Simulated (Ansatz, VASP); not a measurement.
Two plane-wave programs on MoS2

```
Mo S
1.0
     3.22746    0.00000    0.00000
    -1.61373    2.79507    0.00000
     0.00000    0.00000    6.31247
Mo S
1 2
Direct
  0.00000 0.00000 0.50000
  0.66667 0.33333 0.74468
  0.33333 0.66667 0.25532
```

Alike in both runs: task relaxation of cell and atoms; functional LDA; k mesh 9 × 9 × 4; occupations fermi-dirac, width 0.05 eV; no spin polarisation.

```csv
,VASP,Ansatz
version,VASP 6.6.1,Ansatz 0.2.0
potentials or method,"VASP PAW LDA potentials, release 64 (Mo_sv, S)",Ansatz PAW
plane-wave cutoff (eV),600,420
valence electrons in the cell,26,26
```

Ansatz gave:

```
gap on the k mesh at the Fermi level, each at its own relaxed structure (eV) : none
relaxed volume (Å³/atom)                                                     : 16.46
relaxed cell length with the largest relative difference (Å)                 : 5.764
```

Which values does VASP return?

gap on the k mesh at the Fermi level, each at its own relaxed structure (eV): none; relaxed volume (Å³/atom): 16.50; relaxed cell length with the largest relative difference (Å): 5.775.

LDA's correlation is that of Perdew and Zunger in VASP and of Perdew and Wang (1992) in Ansatz. A gap of «none» marks a metal or a gap that the smearing closes.

Noted on Ansatz's run: the plane-wave basis is chosen anew once the cell has moved, so the energies of steps on either side of that aren't comparable.
